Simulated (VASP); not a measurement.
Input of a VASP 6.6.1 run:

INCAR

```
  ALGO = Normal
  EDIFF = 1E-6
  ENCUT = 520
  GGA = PE
  ISIF = 2
  ISMEAR = -1
  ISYM = 0
  LASPH = True
  LCHARG = False
  LREAL = False
  LWAVE = False
  NBANDS = 18
  NELM = 80
  PREC = Accurate
  SIGMA = 0.05
```

File KPOINTS:

```
k-points
0
Gamma
  11 11 14
```

Contents of POSCAR:

```
Si2W
1.0
   -1.6374981928      1.6374981928      4.0172745203
    1.6374981928     -1.6374981928      4.0172745203
    1.6374981928      1.6374981928     -4.0172745203
Si W
2 1
Direct
    0.3330000000      0.3330000000      0.0000000000
    0.6670000000      0.6670000000      0.0000000000
    0.0000000000      0.0000000000      0.0000000000
```

Potentials or basis: VASP PAW PBE potentials, release 64 (Si, W_sv).

The run is started by

```console
$ cat potpaw_PBE.64/Si/POTCAR potpaw_PBE.64/W_sv/POTCAR > POTCAR
$ mpirun -np 1 vasp_std > vasp.out
```

(1) Predict the largest force.

(2) Predict the pressure.

## Answers

(1) 0.323 eV/Å.

(2) -10.0 GPa.
